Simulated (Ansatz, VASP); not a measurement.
## PtSe2 in VASP and in Ansatz

Contents of POSCAR:

```
PtSe2
1.0
    3.7472936128      0.0000000000      0.0000000000
   -1.8736468064      3.2452514641      0.0000000000
    0.0000000000      0.0000000000      5.3035424151
Pt Se
1 2
Direct
    0.0000000000      0.0000000000      0.0000000000
    0.3333333333      0.6666666667      0.2434730995
    0.6666666667      0.3333333333      0.7565269005
```

Contents of INCAR.step1:

```
SYSTEM = PtSe2
ALGO     = Normal         ! electronic algorithm
EDIFF    = 1E-4           ! SCF threshold, eV
ENCUT    = 520            ! plane-wave cutoff, eV
GGA      = PE             ! functional
ISMEAR   = -1             ! smearing method
LASPH    = .True.         ! aspherical terms in the spheres
LCHARG   = .False.        ! write CHGCAR
LREAL    = .False.        ! projectors in reciprocal space
LWAVE    = .True.         ! write WAVECAR
NBANDS   = 18             ! bands
NELM     = 100            ! most SCF steps
PREC     = Accurate       ! precision mode
SIGMA    = 0.02           ! smearing width, eV
```

The input INCAR.step2:

```
SYSTEM = PtSe2
ALGO     = Normal         ! electronic algorithm
EDIFF    = 1E-6           ! SCF threshold, eV
ENCUT    = 520            ! plane-wave cutoff, eV
ISIF     = 2              ! what is computed and relaxed
ISMEAR   = -1             ! smearing method
ISTART   = 1            
LASPH    = .True.         ! aspherical terms in the spheres
LCHARG   = .False.        ! write CHGCAR
LMIXTAU  = .True.       
LREAL    = .False.        ! projectors in reciprocal space
LWAVE    = .False.        ! write WAVECAR
METAGGA  = R2SCAN         ! meta-GGA
NBANDS   = 18             ! bands
NELM     = 100            ! most SCF steps
PREC     = Accurate       ! precision mode
SIGMA    = 0.02           ! smearing width, eV
```

KPOINTS

```
k-points
0
Gamma
  12 12 6
  0 0 0
```

Input for Ansatz:

```yaml
crystal:
  lattice:
    - [3.7472936128, 0.0, 0.0]
    - [-1.8736468064, 3.2452514641, 0.0]
    - [0.0, 0.0, 5.3035424151]
  atoms:
    - { symbol: Pt, position: [0.0, 0.0, 0.0] }
    - { symbol: Se, position: [0.3333333333, 0.6666666667, 0.2434730995] }
    - { symbol: Se, position: [0.6666666667, 0.3333333333, 0.7565269005] }
kpoints:
  mp_grid: { grid: [12, 12, 6] }
  band_path:
    path:
      - [0.0, 0.0, 0.0]
      - [0.5, 0.0, 0.0]
      - [0.3333333333, 0.3333333333, 0.0]
      - [0.0, 0.0, 0.5]
      - [0.5, 0.0, 0.5]
      - [0.3333333333, 0.3333333333, 0.5]
      - [0.0, 0.25, 0.3333333333]
      - [0.0, 0.282552, 0.294271]
    npoints: 1
hamiltonian:
  xc: r2scan
scf:
  occupations: { method: fermi_dirac, width: 0.02 }
  n_extra_bands: 4
output:
  forces: true
  stress: true
  eigenvalues: true
  write_density: true
  write_potential: true
  elf: true
  volumetric_format: npy
```

Change from the starting cell: hydrostatic strain +0.5%.

Alike in both runs: task single point; functional r2SCAN; k mesh 12 × 12 × 6; occupations fermi-dirac, width 0.02 eV; no spin polarisation.

```csv
,VASP,Ansatz
version,VASP 6.6.1,Ansatz 0.2.0
potentials or method,"VASP PAW PBE potentials, release 64 (Pt, Se)","plane waves, PAW"
plane-wave cutoff (eV),520,500
valence electrons in the cell,22,50
```

```tsv
	VASP	Ansatz	Ansatz less VASP
pressure (GPa)	0.4	0.4	-0.06
traceless stress, the component that is largest in VASP (GPa)	0.61	0.66	+0.045
rms of the force components (eV/Å)	0.008	0.014	+0.0055
```

VASP's potentials were made for PBE, not for r2SCAN. Atom by atom the forces differ by 0.006 eV/Å (rms over components). VASP's potentials hold 22 valence electrons a cell and Ansatz's 50, so a difference there can come from the potentials and not from the codes.

Neither program's run includes spin-orbit coupling.
